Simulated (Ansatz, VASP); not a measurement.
## Two plane-wave programs on Al

The input POSCAR:

```
Al
1.0
   -1.5912186900      1.5912186900      1.5912186900
    1.5912186900     -1.5912186900      1.5912186900
    1.5912186900      1.5912186900     -1.5912186900
Al
1
Direct
    0.0000000000      0.0000000000      0.0000000000
```

The input INCAR.step1:

```
SYSTEM = Al
PREC = Accurate
ENCUT = 600
EDIFF = 1E-5
ISMEAR = -1
SIGMA = 0.05
LREAL = .False.
LASPH = .True.
NELM = 80
ALGO = Normal
LWAVE = .True.
LCHARG = .False.
GGA = PE
NBANDS = 8
```

File INCAR.step2:

```
SYSTEM = Al
PREC = Accurate
ENCUT = 600
EDIFF = 1E-6
ISMEAR = -1
SIGMA = 0.05
LREAL = .False.
LASPH = .True.
NELM = 80
ALGO = Normal
ISIF = 3
LWAVE = .False.
LCHARG = .False.
GGA = PE
LHFCALC = .True.
AEXX = 1.0
ALDAC = 0.0
AGGAC = 0.0
PRECFOCK = Normal
IBRION = 2
NSW = 60
EDIFFG = -0.01
ISTART = 1
```

The input KPOINTS:

```
Automatic mesh
0
Gamma
  6 6 6
  0 0 0
```

Contents of input.yaml:

```yaml
crystal:
  lattice:
    - [-1.59121869, 1.59121869, 1.59121869]
    - [1.59121869, -1.59121869, 1.59121869]
    - [1.59121869, 1.59121869, -1.59121869]
  atoms:
    - { symbol: Al, position: [0.0, 0.0, 0.0] }
hamiltonian:
  xc: hf
  pseudopotentials: { kind: paw }
kpoints:
  mp_grid: { grid: [6, 6, 6] }
scf:
  occupations: { method: fermi_dirac, width: 0.05 }
output:
  forces: true
  stress: true
  eigenvalues: true
relax:
  f_tol: 0.01
  max_steps: 40
  cell: { stress_tol: 0.05 }
```

Alike in both runs: task relaxation of cell and atoms; functional HF; k mesh 6 × 6 × 6; occupations fermi-dirac, width 0.05 eV; no spin polarisation.

|  | VASP | Ansatz |
| --- | --- | --- |
| version | VASP 6.6.1 | Ansatz 0.2.0 |
| potentials or method | VASP PAW PBE potentials, release 64 (Al) | Ansatz PAW |
| plane-wave cutoff (eV) | 600 | 420 |
| valence electrons in the cell | 3 | 3 |

Ansatz gave:

| Item | Value |
| --- | --- |
| gap on the k mesh at the Fermi level, each at its own relaxed structure (eV) | none |
| relaxed volume (Å³/atom) | 18.22 |
| relaxed cell length with the largest relative difference (Å) | 2.871 |

What did VASP give for the same quantities?

gap on the k mesh at the Fermi level, each at its own relaxed structure (eV): none; relaxed volume (Å³/atom): 22.23; relaxed cell length with the largest relative difference (Å): 3.068.

VASP's potentials were made for PBE, not for HF. A gap of «none» marks a metal or a gap that the smearing closes. One of these differences is far larger than is usual between the two programs; its cause wasn't traced.

The k mesh is coarse, so the values compare programs but aren't converged. Noted on VASP's run: the volume moved by over 15 % at a fixed basis, so the end points are rough. Noted on Ansatz's run: the plane-wave basis is chosen anew once the cell has moved, so the energies of steps on either side of that aren't comparable.
